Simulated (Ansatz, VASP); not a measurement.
## MnPt2: VASP beside Ansatz

```
CELL_PARAMETERS angstrom
2.85840 0.00000 0.00000
-1.42920 2.47545 0.00000
0.00000 0.00000 6.53250
ATOMIC_POSITIONS crystal
Mn 0.00000 0.00000 0.00000
Pt 0.33333 0.66667 0.68379
Pt 0.66667 0.33333 0.31621
```

Alike in both runs: task single point; functional PBEsol; k mesh 6 × 6 × 4; occupations gaussian, width 0.1 eV; collinear spin.

|  | VASP | Ansatz |
| --- | --- | --- |
| version | VASP 6.6.1 | Ansatz 0.2.0 |
| potentials or method | VASP PAW PBE potentials, release 64 (Mn_pv, Pt), cutoff 500 eV | scalar-relativistic, plane waves, PAW |
| valence electrons in the cell | 33 | 51 |

Ansatz gave:

| Quantity | Value |
| --- | --- |
| gap on the k mesh at the Fermi level (eV) | none |
| pressure (GPa) | -9.5 |
| traceless stress, the component that is largest in VASP (GPa) | 2.29 |
| rms of the force components (eV/Å) | 0.006 |
| net moment per atom (μB) | 1.53 |
| size of the moment on the site where the two differ most (μB) | 3.73 |

Q: Estimate VASP's values.

A: gap on the k mesh at the Fermi level (eV): none; pressure (GPa): -9.6; traceless stress, the component that is largest in VASP (GPa): 2.40; rms of the force components (eV/Å): 0.011; net moment per atom (μB): 1.53; size of the moment on the site where the two differ most (μB): 3.75.

VASP's potentials were made for PBE, not for PBEsol. Site moments also hang on the region over which each program counts them. Atom by atom the forces differ by 0.005 eV/Å (rms over components). A gap of «none» marks a metal or a gap that the smearing closes. The functional is the same, so the differences come from potentials, cutoffs and numerics. VASP's potentials hold 33 valence electrons a cell and Ansatz's 51, so a difference there can come from the potentials and not from the codes.

The k mesh is coarse, so the values compare programs but aren't converged. Spin-orbit coupling is off throughout.
